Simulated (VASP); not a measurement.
# LiH (P1) in VASP: relaxation of cell and atoms with PBE

Aim: the relaxation of cell and atoms of LiH with PBE.

Everything below comes from runs of VASP 6.6.1. Logs are shortened: lines on timing, memory, paths and dates and some standing lists are left out, and cuts for length are marked.

### 1 The cell of the first run

The typed cell holds 4 atoms: a = 2.602 Å, b = 2.738 Å, c = 4.895 Å, α = 89.73°, β = 90.63°, γ = 89.49°.

### 2 Relaxation of cell and atoms, PBE

Contents of INCAR:

```
PREC     = Accurate       # precision mode
ENCUT    = 600            # plane-wave cutoff, eV
EDIFF    = 1E-6           # SCF threshold, eV
ISMEAR   = 0              # smearing method
SIGMA    = 0.1            # smearing width, eV
LREAL    = False          # projectors in reciprocal space
LASPH    = True           # aspherical terms in the spheres
NELM     = 60             # most SCF steps
ALGO     = Normal         # electronic algorithm
ISIF     = 3              # what is computed and relaxed
LWAVE    = False          # write WAVECAR
LCHARG   = False          # write CHGCAR
GGA      = PE             # functional
IBRION   = 2              # ionic algorithm
NSW      = 80             # ionic steps
EDIFFG   = -0.025         # ionic threshold
```

Contents of KPOINTS:

```
regular mesh
0
Gamma
  6 6 4
```

Contents of POSCAR:

```
LiH
1.0
    0.0113989945     -0.0142509207      2.6017399693
    2.7383304359      0.0065628785      0.0123955046
    0.0113672392      4.8944776358     -0.0268411562
Li H
2 2
Direct
   -0.0108742275      0.5447336895      0.1910353542
    0.0299208076      0.0273320673      0.6508845362
    0.4837323025      0.9912648731      0.0164281359
    0.4972211174      0.4366693701      0.4749853070
```

Potentials or basis: VASP PAW PBE potentials, release 64 (Li_sv, H).

Launch:

```console
cat potpaw_PBE.64/Li_sv/POTCAR potpaw_PBE.64/H/POTCAR > POTCAR
mpirun -np 1 vasp_std > vasp.out
```

OUTCAR:

```text
PREC = Accurate
   ENCUT = 600
   EDIFF = 1E-6
   ISMEAR = 0
   LREAL = False
   LASPH = True
   NELM = 60
   ISIF = 3
   GGA = PE
   IBRION = 2
   NSW = 80
   EDIFFG = -0.025

 ion  position               nearest neighbor table
   1  0.989  0.545  0.191-
   2  0.030  0.027  0.651-
   3  0.484  0.991  0.016-
   4  0.497  0.437  0.475-

  LATTYP: Found a triclinic cell.
 ALAT       =     2.6018039691
 B/A-ratio  =     2.1401375133
 C/A-ratio  =     1.0524875770
 COS(alpha) =     0.0000297850
 COS(beta)  =     0.0088944985
 COS(gamma) =     0.4768856331

  Lattice vectors:

 A1 = (   0.0113989945,  -0.0142509207,   2.6017399693)
 A2 = (   0.0000317553,  -4.9087285565,   2.6285811255)
 A3 = (   2.7383304359,   0.0065628785,   0.0123955046)

Analysis of symmetry for initial positions (statically):
=====================================================================
 Subroutine PRICEL returns:
 Original cell was already a primitive cell.

 Routine SETGRP: Setting up the symmetry group for a
 triclinic supercell.

 Subroutine GETGRP returns: Found  1 space group operations
 (whereof  1 operations were pure point group operations)
 out of a pool of  2 trial point group operations.

The static configuration has the point symmetry C_1 .

Analysis of symmetry for dynamics (positions and initial velocities):
=====================================================================
 Subroutine PRICEL returns:
 Original cell was already a primitive cell.

 Routine SETGRP: Setting up the symmetry group for a
 triclinic supercell.

 Subroutine GETGRP returns: Found  1 space group operations
 (whereof  1 operations were pure point group operations)
 out of a pool of  2 trial point group operations.

The dynamic configuration has the point symmetry C_1 .

 Subroutine INISYM returns: Found  1 space group operations
 (whereof  1 operations are pure point group operations),
 and found     1 'primitive' translations

----------------------------------------------------------------------------------------

                                     Primitive cell

  volume of cell :      34.8684

  direct lattice vectors                    reciprocal lattice vectors
     0.011398995 -0.014250921  2.601739969    -0.001745009  0.002111966  0.384377378
     2.738330436  0.006562879  0.012395505     0.365195340 -0.000856953 -0.001604723
     0.011367239  4.894477636 -0.026841156    -0.000494762  0.204319193  0.001121317

  length of vectors
     2.601803969  2.738366355  4.894564433     0.384387141  0.365199871  0.204322869

  position of ions in fractional coordinates (direct lattice)
     0.989125773  0.544733689  0.191035354
     0.029920808  0.027332067  0.650884536
     0.483732303  0.991264873  0.016428136
     0.497221117  0.436669370  0.474985307

  ion indices of the primitive-cell ions
   primitive index   ion index
                 1           1
                 2           2
                 3           3
                 4           4

----------------------------------------------------------------------------------------

 KPOINTS: regular mesh

Automatic generation of k-mesh.
 Grid dimensions read from file:
 generate k-points for:    6    6    4

 Generating k-lattice:

  Cartesian coordinates                     Fractional coordinates (reciprocal lattice)
    -0.000290835  0.000351994  0.064062896     0.166666667  0.000000000  0.000000000
     0.060865890 -0.000142825 -0.000267454     0.000000000  0.166666667 -0.000000000
    -0.000123690  0.051079798  0.000280329    -0.000000000  0.000000000  0.250000000

  Length of vectors
     0.064064524  0.060866645  0.051080717

  Shift w.r.t. Gamma in fractional coordinates (k-lattice)
     0.000000000  0.000000000  0.000000000

 Subroutine IBZKPT returns following result:
 ===========================================

 Found     76 irreducible k-points:

 Following reciprocal coordinates:
            Coordinates               Weight
  0.000000  0.000000  0.000000      1.000000
  0.166667  0.000000 -0.000000      2.000000
  0.333333  0.000000  0.000000      2.000000
  0.500000  0.000000 -0.000000      1.000000
 -0.000000  0.166667  0.000000      2.000000
  0.166667  0.166667 -0.000000      2.000000
[... 16 lines left out ...]
  0.333333  0.000000  0.250000      2.000000
  0.500000  0.000000  0.250000      2.000000
 [... further k-points ...]
   k-points           NKPTS =     76   k-points in BZ     NKDIM =     76   number of bands    NBANDS=      8
   number of dos      NEDOS =    301   number of ions     NIONS =      4
   total plane-waves  NPLWV =  23040
   dimension x,y,z NGX =    24 NGY =   24 NGZ =   40
   dimension x,y,z NGXF=    48 NGYF=   48 NGZF=   80
   ions per type =               2   2
   NGX,Y,Z   is equivalent  to a cutoff of  15.34, 14.57, 13.59 a.u.
   NGXF,Y,Z  is equivalent  to a cutoff of  30.67, 29.14, 27.17 a.u.
 SYSTEM =  unknown system
   PREC   = accura    normal or accurate (medium, high low for compatibility)
   ISTART =      0    job   : 0-new  1-cont  2-samecut
   ICHARG =      2    charge: 1-file 2-atom 10-const
   ISPIN  =      1    spin polarized calculation?
   LNONCOLLINEAR =      F non collinear calculations
   LSORBIT =      F    spin-orbit coupling
   LASPH  =      T    aspherical Exc in radial PAW
   ENCUT  =  600.0 eV  44.10 Ry    6.64 a.u.   5.20  5.47  9.78*2*pi/ulx,y,z
   NELM   =     60;   NELMIN=  2; NELMDL= -5     # of ELM steps
   EDIFF  = 0.1E-05   stopping-criterion for ELM
   LREAL  =      F    real-space projection
   EDIFFG = -.3E-01   stopping-criterion for IOM
   NSW    =     80    number of steps for IOM
   IBRION =      2    ionic relax: 0-MD 1-quasi-New 2-CG
   NFREE  =      1    steps in history (QN), initial steepest desc. (CG)
   ISIF   =      3    stress and relaxation
   ISYM   =      2    0-nonsym 1-usesym 2-fastsym
   POTIM  = 0.5000    time-step for ionic-motion
   TEBEG  =    0.0;   TEEND  =   0.0 temperature during run
   PSTRESS=    0.0 pullay stress
   NELECT =       8.0000    total number of electrons
   NUPDOWN=      -1.0000    fix difference up-down
   EMIN   =  10.00;   EMAX   =-10.00  energy-range for DOS
   EFERMI =   0.00;   METHOD = LEGACY
   ISMEAR =     0;   SIGMA  =   0.10  broadening in eV -4-tet -1-fermi 0-gaus
   EFERMI_NEDOS =   21; number of points for ismear=-14 and -15
   IALGO  =     38    algorithm
   IMIX   =      4    mixing-type and parameters
     AMIX     =   0.40;   BMIX     =  1.00
     AMIX_MAG =   1.60;   BMIX_MAG =  1.00
  volume/ion in A,a.u.               =       8.72        58.83
  Fermi-wavevector in a.u.,A,eV,Ry     =   1.002215  1.893911 13.666163  1.004435
  Thomas-Fermi vector in A             =   2.134688
   LORBIT       =      0    0 simple, 1 ext, 2 COOP (PROOUT), +10 PAW based schemes
   GGA     = PE    functional components
   LHFCALC =     F    Hartree Fock is set to
   AEXX    =    0.0000 exact exchange contribution
   IVDW    =     0    specifies the selected vdW correction
   LEPSILON=     F    determine dielectric tensor
   LRPA    =     F    only Hartree local field effects (RPA)
 conjugate gradient relaxation of ions
 non-spin polarized calculation
 Gauss-broadening in eV      SIGMA  =   0.10
  energy-cutoff  :      600.00
  volume of cell :       34.87
 maximum number of plane-waves:      1178
 NGX is ok and might be reduce to    24
   NGX = 11   NGY = 11   NGZ = 19

--------------------------------------- Ionic step        1  -------------------------------------------

 number of electron       7.9999998 magnetization

 Free energy of the ion-electron system (eV)
  ---------------------------------------------------
  ext. energy  EPLUGINS =         0.00000000
  ---------------------------------------------------
  free energy    TOTEN  =       -11.64351806 eV

  energy without entropy =      -11.64351806  energy(sigma->0) =      -11.64351806

------------------------ aborting loop because EDIFF is reached ----------------------------------------

  FORCE on cell =-STRESS in cart. coord.  units (eV):
  Direction    XX          YY          ZZ          XY          YZ          ZX
  --------------------------------------------------------------------------------------
  -------------------------------------------------------------------------------------
  Total        0.3180204     -0.1694864     -0.5821589     -0.0083873     -0.0298912      0.1174065
  in kB       14.6128056     -7.7877745    -26.7497772     -0.3853881     -1.3734786      5.3947448
  external PRESSURE =      -6.6415821 kB  Pullay stress =       0.0000000 kB
[... 95 lines left out ...]
  FREE ENERGIE OF THE ION-ELECTRON SYSTEM (eV)
  ---------------------------------------------------
  free  energy   TOTEN  =       -11.7524520316 eV

  energy  without entropy=      -11.7524520315  energy(sigma->0) =      -11.75245203

[... ionic steps 4 to 7 ...]

--------------------------------------- Ionic step        8  -------------------------------------------

 number of electron       8.0000002 magnetization

------------------------ aborting loop because EDIFF is reached ----------------------------------------

  FORCE on cell =-STRESS in cart. coord.  units (eV):
  Direction    XX          YY          ZZ          XY          YZ          ZX
  --------------------------------------------------------------------------------------
  -------------------------------------------------------------------------------------
  Total        0.0032896      0.0709926      0.0770267      0.0101784     -0.0026030      0.0625514
  in kB        0.1597483      3.4475339      3.7405620      0.4942810     -0.1264046      3.0376122
  external PRESSURE =       2.4492814 kB  Pullay stress =       0.0000000 kB
[... 61 lines left out ...]
  energy  without entropy=      -11.7904865045  energy(sigma->0) =      -11.79048650

--------------------------------------- Ionic step       10  -------------------------------------------

 number of electron       8.0000004 magnetization

 Free energy of the ion-electron system (eV)
  ---------------------------------------------------
  ext. energy  EPLUGINS =         0.00000000
  ---------------------------------------------------
  free energy    TOTEN  =       -11.79158458 eV

  energy without entropy =      -11.79158458  energy(sigma->0) =      -11.79158458

 E-fermi :   2.0072     XC(G=0):  -8.3754

 val. band max:        1.4514784602   @ k =   0.5000   0.3333  -0.0000
 cond. band min:       3.3656794576   @ k =   0.0000   0.3333  -0.0000
 fundamental gap:      1.9142009973
 Fermi energy:         2.0072354782

 k-point     1 :       0.0000    0.0000    0.0000
  band No.  band energies     occupation
      1     -44.5547      2.00000
      2     -44.5115      2.00000
      3      -5.3213      2.00000
      4      -2.5503      2.00000
      5       3.6991      0.00000
      6      11.9795      0.00000
      7      14.1937      0.00000
      8      14.3729      0.00000
[... 243 lines left out ...]
 k-point    24 :       0.5000    0.0000    0.2500
  band No.  band energies     occupation
      1     -44.5020      2.00000
      2     -44.4741      2.00000
      3      -2.8828      2.00000
      4      -0.3460      2.00000
      5       4.1855      0.00000
      6       5.2079      0.00000
      7       7.7753      0.00000
      8      12.9137      0.00000

 [... further k-points ...]

------------------------ aborting loop because EDIFF is reached ----------------------------------------

  FORCE on cell =-STRESS in cart. coord.  units (eV):
  Direction    XX          YY          ZZ          XY          YZ          ZX
  --------------------------------------------------------------------------------------
  -------------------------------------------------------------------------------------
  Total       -0.0024639     -0.0436649      0.0221343      0.0007228     -0.0258650      0.0717507
  in kB       -0.1186269     -2.1023056      1.0656838      0.0348016     -1.2453073      3.4545329
  external PRESSURE =      -0.3850829 kB  Pullay stress =       0.0000000 kB
[... 19 lines left out ...]
  FREE ENERGIE OF THE ION-ELECTRON SYSTEM (eV)
  ---------------------------------------------------
  free  energy   TOTEN  =       -11.7915845773 eV

  energy  without entropy=      -11.7915845773  energy(sigma->0) =      -11.79158458

 reached required accuracy - stopping structural energy minimisation
```

Run time: 77 s. Hardware: 1 thread of Intel Xeon Platinum 8488C (Sapphire Rapids), shared host; peak memory 0.16 GiB.

Results:

* Free energy: -11.7916 eV
* Relaxed volume: 8.32 Å³/atom
* Relaxed cell: a = 2.535 Å, b = 2.752 Å, c = 4.777 Å, α = 90.01°, β = 90.74°, γ = 86.85°
* Space group after relaxing (to 0.1 Å): P2_1 (No. 4)
* Energy gained by relaxing: 37.0 meV/atom
* Ionic steps: 10
* Pressure after relaxing: 0.0 GPa
* Largest force after relaxing: 0.023 eV/Å
* Band gap on the k mesh: 1.91 eV (least direct gap 3.26 eV)

Forces on the atoms (eV/Å):
```
Li   0.001  0.012 -0.007
Li   0.007  0.002 -0.007
H   -0.003 -0.019 -0.007
H   -0.005  0.006  0.021
```

Stress tensor (GPa, compression positive):
```
-0.01  0.00  0.35
 0.00 -0.21 -0.12
 0.35 -0.12  0.11
```

The path:
| step | energy change (eV) | largest force (eV/Å) | pressure (GPa) | volume (Å³) |
| --- | --- | --- | --- | --- |
| 1 | 0.0000 | 0.6397 | -0.66 | 34.87 |
| 2 | -0.0453 | 0.4652 | -0.71 | 34.69 |
| 3 | -0.1089 | 0.2604 | -0.51 | 34.13 |
| 4 | -0.1094 | 0.2491 | -0.47 | 34.08 |
| 5 | -0.1251 | 0.1947 | -0.36 | 33.80 |
| 6 | -0.1362 | 0.1319 | -0.06 | 33.29 |
| 7 | -0.1431 | 0.0886 | 0.10 | 33.12 |
| 8 | -0.1447 | 0.0858 | 0.24 | 32.99 |
| 9 | -0.1470 | 0.0488 | 0.11 | 33.12 |
| 10 | -0.1481 | 0.0228 | -0.04 | 33.28 |

Final structure:
```
Li H
1.0
     0.06998   -0.01647    2.53448
     2.75060    0.00009    0.07535
    -0.00026    4.77725   -0.03094
Li H
2 2
Direct
  0.98341 0.50060 0.16593
  0.01959 0.99722 0.66596
  0.48233 0.00218 0.00155
  0.51467 0.50000 0.49990
```

Caveat: the cutoff is under 1.25 times the usual one of these potentials, so pressure, stress and relaxed cells hold a basis-set (Pulay) error. A k mesh can miss the band edges.
